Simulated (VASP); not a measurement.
# Sc (P6_3/mmc) in VASP: a series of runs

Sc is run at these levels: PBEsol; tasks: single point.

All numbers are computed with VASP 6.6.1; they aren't measurements. Logs are shortened: lines on timing, memory, paths and dates and some standing lists are left out, and cuts for length are marked.

## 1. The cell of the first run

It takes space group P6_3/mmc (No. 194, hexagonal). Conventional cell: a = 2.932 Å, b = 2.932 Å, c = 4.588 Å, α = 90.00°, β = 90.00°, γ = 120.00°. Sc (site symmetry -6m2) has 12 Sc at 2.85 to 2.93 Å within 3.8 Å.

## 2. Single point, PBEsol

The input, INCAR:

```
SYSTEM = Sc
  PREC = Accurate
  ENCUT = 520
  EDIFF = 1E-6
  ISMEAR = 0
  SIGMA = 0.05
  LREAL = .False.
  LASPH = .True.
  NELM = 80
  ALGO = Normal
  ISIF = 2
  LWAVE = .False.
  LCHARG = .False.
  GGA = PS
  NBANDS = 18
```

The input, KPOINTS:

```
regular mesh
0
Gamma
  9 9 5
  0 0 0
```

The input, POSCAR:

```
Sc
1.0
    2.9324917408      0.0000000000      0.0000000000
   -1.4662458704      2.5396123440      0.0000000000
    0.0000000000      0.0000000000      4.5880028354
Sc
2
Direct
    0.3333333333      0.6666666667      0.2500000000
    0.6666666667      0.3333333333      0.7500000000
```

Potentials or basis: VASP PAW PBE potentials, release 64 (Sc_sv).

Launch:

```console
cat potpaw_PBE.64/Sc_sv/POTCAR > POTCAR
mpirun -np 1 vasp_std > vasp.out
```

OUTCAR:

```text
SYSTEM = Sc
   PREC = Accurate
   ENCUT = 520
   EDIFF = 1E-6
   ISMEAR = 0
   LREAL = .False.
   LASPH = .True.
   NELM = 80
   ISIF = 2
   GGA = PS

 ion  position               nearest neighbor table
   1  0.333  0.667  0.250-   2 2.85   2 2.85   2 2.85   2 2.85   2 2.85   2 2.85
   2  0.667  0.333  0.750-   1 2.85   1 2.85   1 2.85   1 2.85   1 2.85   1 2.85

  LATTYP: Found a hexagonal cell.
 ALAT       =     2.9324917408
 C/A-ratio  =     1.5645407527

  Lattice vectors:

 A1 = (   2.9324917408,   0.0000000000,   0.0000000000)
 A2 = (  -1.4662458704,   2.5396123440,   0.0000000000)
 A3 = (   0.0000000000,   0.0000000000,   4.5880028354)

Analysis of symmetry for initial positions (statically):
=====================================================================
 Subroutine PRICEL returns:
 Original cell was already a primitive cell.

 Routine SETGRP: Setting up the symmetry group for a
 hexagonal supercell.

 Subroutine GETGRP returns: Found 24 space group operations
 (whereof 12 operations were pure point group operations)
 out of a pool of 24 trial point group operations.

The static configuration has the point symmetry D_3d.
 The point group associated with its full space group is D_6h.

Analysis of symmetry for dynamics (positions and initial velocities):
=====================================================================
 Subroutine PRICEL returns:
 Original cell was already a primitive cell.

 Routine SETGRP: Setting up the symmetry group for a
 hexagonal supercell.

 Subroutine GETGRP returns: Found 24 space group operations
 (whereof 12 operations were pure point group operations)
 out of a pool of 24 trial point group operations.

The dynamic configuration has the point symmetry D_3d.
 The point group associated with its full space group is D_6h.

 Subroutine INISYM returns: Found 24 space group operations
 (whereof 12 operations are pure point group operations),
 and found     1 'primitive' translations

----------------------------------------------------------------------------------------

                                     Primitive cell

  volume of cell :      34.1687

  direct lattice vectors                    reciprocal lattice vectors
     2.932491741  0.000000000  0.000000000     0.341006928  0.196880442  0.000000000
    -1.466245870  2.539612344  0.000000000     0.000000000  0.393760883  0.000000000
     0.000000000  0.000000000  4.588002835     0.000000000  0.000000000  0.217959761

  length of vectors
     2.932491741  2.932491741  4.588002835     0.393760883  0.393760883  0.217959761

  position of ions in fractional coordinates (direct lattice)
     0.333333333  0.666666667  0.250000000
     0.666666667  0.333333333  0.750000000

  ion indices of the primitive-cell ions
   primitive index   ion index
                 1           1
                 2           2

----------------------------------------------------------------------------------------

 KPOINTS: regular mesh

Automatic generation of k-mesh.
 Grid dimensions read from file:
 generate k-points for:    9    9    5

 Generating k-lattice:

  Cartesian coordinates                     Fractional coordinates (reciprocal lattice)
     0.037889659  0.021875605  0.000000000     0.111111111  0.000000000  0.000000000
     0.000000000  0.043751209  0.000000000     0.000000000  0.111111111  0.000000000
     0.000000000  0.000000000  0.043591952     0.000000000  0.000000000  0.200000000

  Length of vectors
     0.043751209  0.043751209  0.043591952

  Shift w.r.t. Gamma in fractional coordinates (k-lattice)
     0.000000000  0.000000000  0.000000000

 Subroutine IBZKPT returns following result:
 ===========================================

 Found     36 irreducible k-points:

 Following reciprocal coordinates:
            Coordinates               Weight
  0.000000  0.000000  0.000000      1.000000
  0.111111  0.000000  0.000000      6.000000
  0.222222  0.000000  0.000000      6.000000
  0.333333  0.000000  0.000000      6.000000
  0.444444  0.000000  0.000000      6.000000
  0.111111  0.111111  0.000000      6.000000
[... 16 lines left out ...]
  0.333333  0.222222  0.200000     24.000000
  0.333333  0.333333  0.200000      4.000000
 [... further k-points ...]
   k-points           NKPTS =     36   k-points in BZ     NKDIM =     36   number of bands    NBANDS=     18
   number of dos      NEDOS =    301   number of ions     NIONS =      2
   total plane-waves  NPLWV =  20736
   dimension x,y,z NGX =    24 NGY =   24 NGZ =   36
   dimension x,y,z NGXF=    48 NGYF=   48 NGZF=   72
   ions per type =               2
   NGX,Y,Z   is equivalent  to a cutoff of  13.61, 13.61, 13.04 a.u.
   NGXF,Y,Z  is equivalent  to a cutoff of  27.21, 27.21, 26.09 a.u.
 SYSTEM =  Sc
   PREC   = accura    normal or accurate (medium, high low for compatibility)
   ISTART =      0    job   : 0-new  1-cont  2-samecut
   ICHARG =      2    charge: 1-file 2-atom 10-const
   ISPIN  =      1    spin polarized calculation?
   LNONCOLLINEAR =      F non collinear calculations
   LSORBIT =      F    spin-orbit coupling
   LASPH  =      T    aspherical Exc in radial PAW
   ENCUT  =  520.0 eV  38.22 Ry    6.18 a.u.   5.45  5.45  8.53*2*pi/ulx,y,z
   NELM   =     80;   NELMIN=  2; NELMDL= -5     # of ELM steps
   EDIFF  = 0.1E-05   stopping-criterion for ELM
   LREAL  =      F    real-space projection
   EDIFFG = 0.1E-04   stopping-criterion for IOM
   NSW    =      0    number of steps for IOM
   IBRION =     -1    ionic relax: 0-MD 1-quasi-New 2-CG
   NFREE  =      0    steps in history (QN), initial steepest desc. (CG)
   ISIF   =      2    stress and relaxation
   ISYM   =      2    0-nonsym 1-usesym 2-fastsym
   POTIM  = 0.5000    time-step for ionic-motion
   TEBEG  =    0.0;   TEEND  =   0.0 temperature during run
   PSTRESS=    0.0 pullay stress
   NELECT =      22.0000    total number of electrons
   NUPDOWN=      -1.0000    fix difference up-down
   EMIN   =  10.00;   EMAX   =-10.00  energy-range for DOS
   EFERMI =   0.00;   METHOD = LEGACY
   ISMEAR =     0;   SIGMA  =   0.05  broadening in eV -4-tet -1-fermi 0-gaus
   EFERMI_NEDOS =   21; number of points for ismear=-14 and -15
   IALGO  =     38    algorithm
   IMIX   =      4    mixing-type and parameters
     AMIX     =   0.40;   BMIX     =  1.00
     AMIX_MAG =   1.60;   BMIX_MAG =  1.00
  volume/ion in A,a.u.               =      17.08       115.29
  Fermi-wavevector in a.u.,A,eV,Ry     =   1.413643  2.671398 27.189701  1.998387
  Thomas-Fermi vector in A             =   2.535267
   LORBIT       =      0    0 simple, 1 ext, 2 COOP (PROOUT), +10 PAW based schemes
   GGA     = PS    functional components
   LHFCALC =     F    Hartree Fock is set to
   AEXX    =    0.0000 exact exchange contribution
   IVDW    =     0    specifies the selected vdW correction
   LEPSILON=     F    determine dielectric tensor
   LRPA    =     F    only Hartree local field effects (RPA)
 non-spin polarized calculation
 Gauss-broadening in eV      SIGMA  =   0.05
  energy-cutoff  :      520.00
  volume of cell :       34.17
 maximum number of plane-waves:       953
 NGX is ok and might be reduce to    24
   NGX = 11   NGY = 11   NGZ = 17

 number of electron      21.9999999 magnetization

 Free energy of the ion-electron system (eV)
  ---------------------------------------------------
  ext. energy  EPLUGINS =         0.00000000
  ---------------------------------------------------
  free energy    TOTEN  =       -12.19507505 eV

  energy without entropy =      -12.19227942  energy(sigma->0) =      -12.19367724

 E-fermi :   6.0096     XC(G=0): -11.6040

 val. band max:        5.9697235474   @ k =   0.4444   0.0000   0.2000
 cond. band min:       6.0293155856   @ k =   0.2222   0.1111   0.0000
 fundamental gap:      0.0595920382
 Fermi energy:         6.0096117790

 k-point     1 :       0.0000    0.0000    0.0000
  band No.  band energies     occupation
      1     -42.3844      2.00000
      2     -42.0719      2.00000
      3     -21.7847      2.00000
      4     -20.6576      2.00000
      5     -20.6576      2.00000
      6     -20.4647      2.00000
[... 10 lines left out ...]
     17       9.1795      0.00000
     18       9.1795      0.00000

 k-point     2 :       0.1111    0.0000    0.0000
  band No.  band energies     occupation
      1     -42.3586      2.00000
      2     -42.0625      2.00000
      3     -21.7330      2.00000
      4     -20.7638      2.00000
      5     -20.6927      2.00000
      6     -20.5745      2.00000
[... 10 lines left out ...]
     17       8.9177      0.00000
     18       8.9960      0.00000

 k-point     3 :       0.2222    0.0000    0.0000
  band No.  band energies     occupation
      1     -42.2902      2.00000
      2     -42.0411      2.00000
      3     -21.5905      2.00000
      4     -21.0348      2.00000
      5     -20.8372      2.00000
      6     -20.7763      2.00000
[... 10 lines left out ...]
     17       9.5277      0.00000
     18       9.7639      0.00000

 k-point     4 :       0.3333    0.0000    0.0000
  band No.  band energies     occupation
      1     -42.2042      2.00000
      2     -42.0240      2.00000
      3     -21.3939      2.00000
      4     -21.3430      2.00000
      5     -21.1142      2.00000
      6     -20.8651      2.00000
[... 375 lines left out ...]
      4     -21.3488      2.00000
      5     -21.0147      2.00000
      6     -20.9821      2.00000
[... 10 lines left out ...]
     17      11.0350      0.00000
     18      11.4388      0.00000

 k-point    23 :       0.3333    0.2222    0.2000
  band No.  band energies     occupation
      1     -42.0936      2.00000
      2     -42.0367      2.00000
      3     -21.4906      2.00000
      4     -21.3637      2.00000
      5     -21.1583      2.00000
      6     -20.9219      2.00000
[... 10 lines left out ...]
     17      11.0542      0.00000
     18      11.7625      0.00000

 k-point    24 :       0.3333    0.3333    0.2000
  band No.  band energies     occupation
      1     -42.0560      2.00000
      2     -42.0560      2.00000
      3     -21.3586      2.00000
      4     -21.3361      2.00000
      5     -21.3361      2.00000
      6     -20.9757      2.00000
[... 10 lines left out ...]
     17      11.2767      0.00000
     18      11.2767      0.00000

 [... further k-points ...]
[... 5 lines left out ...]
  --------------------------------------------------------------------------------------
  -------------------------------------------------------------------------------------
  Total        6.4296660      6.4296660      6.4331786      0.0000000      0.0000000      0.0000000
  in kB      301.4887383    301.4887384    301.6534446      0.0000000      0.0000000      0.0000000
  external PRESSURE =     301.5436404 kB  Pullay stress =       0.0000000 kB

 VOLUME and BASIS-vectors are now :
 -----------------------------------------------------------------------------
  energy-cutoff  :      520.00
  volume of cell :       34.17
      direct lattice vectors                 reciprocal lattice vectors
     2.932491741  0.000000000  0.000000000     0.341006928  0.196880442  0.000000000
    -1.466245870  2.539612344  0.000000000     0.000000000  0.393760883  0.000000000
     0.000000000  0.000000000  4.588002835     0.000000000  0.000000000  0.217959761

 POSITION                                       TOTAL-FORCE (eV/Angst)
 -----------------------------------------------------------------------------------
     -0.00000      1.69307      1.14700        -0.000000      0.000000      0.000000
      1.46625      0.84654      3.44100         0.000000     -0.000000      0.000000
 -----------------------------------------------------------------------------------
    total drift:                               -0.000000      0.000000     -0.000000

  FREE ENERGIE OF THE ION-ELECTRON SYSTEM (eV)
  ---------------------------------------------------
  free  energy   TOTEN  =       -12.1950750493 eV

  energy  without entropy=      -12.1922794223  energy(sigma->0) =      -12.19367724
```

Wall time 25 s (1 thread of AMD EPYC 7R13 (Zen 3), shared host); peak memory 0.13 GiB.

What came out:

- Free energy: -12.1951 eV
- Pressure: 30.2 GPa
- Band gap on the k mesh: zero (band 11 reaches 7.94 eV, above the bottom of band 12 at 5.40 eV)

Caveat: the PAW data sets were made with another functional, which shifts forces and pressure a little.

(Continued in part 2 of 2.)
